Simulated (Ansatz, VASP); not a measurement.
One calculation of In3GaSb2N2, two programs

```
CELL_PARAMETERS angstrom
3.09664 -4.34229 0.07334
3.09664 4.34229 0.07334
-0.67853 0.00000 8.85331
ATOMIC_POSITIONS crystal
In 0.73348 0.73348 0.80395
In 0.26652 0.26652 0.19605
In 0.00000 0.00000 0.50000
Ga 0.50000 0.50000 0.50000
Sb 0.24961 0.75039 0.00000
Sb 0.75039 0.24961 0.00000
N 0.50000 0.50000 0.00000
N 0.00000 0.00000 0.00000
```

Alike in both runs: functional PBE; k mesh 3 × 3 × 2; occupations gaussian, width 0.15 eV; no spin polarisation.

Ansatz relaxed the structure, and its values are those at the end. VASP's run is a single point on that final structure, the one shown.

|  | VASP | Ansatz |
| --- | --- | --- |
| version | VASP 6.6.1 | Ansatz 0.2.0 |
| potentials or method | VASP PAW PBE potentials, release 64 (In_d, Ga_d, Sb, N), cutoff 520 eV | scalar-relativistic, plane waves, PAW |
| valence electrons in the cell | 72 | 92 |

Ansatz gave:

- gap on the k mesh at the Fermi level (eV): none
- pressure (GPa): 0.2
- rms of the force components (eV/Å): 0.007

Estimate VASP's values.

gap on the k mesh at the Fermi level (eV): none; pressure (GPa): 0.1; rms of the force components (eV/Å): 0.006.

A gap of «none» marks a metal or a gap that the smearing closes. The functional is the same, so the differences come from potentials, cutoffs and numerics. VASP's potentials hold 72 valence electrons a cell and Ansatz's 92, so a difference there can come from the potentials and not from the codes.

The k mesh is coarse, so the values compare programs but aren't converged. Spin-orbit coupling is off throughout.
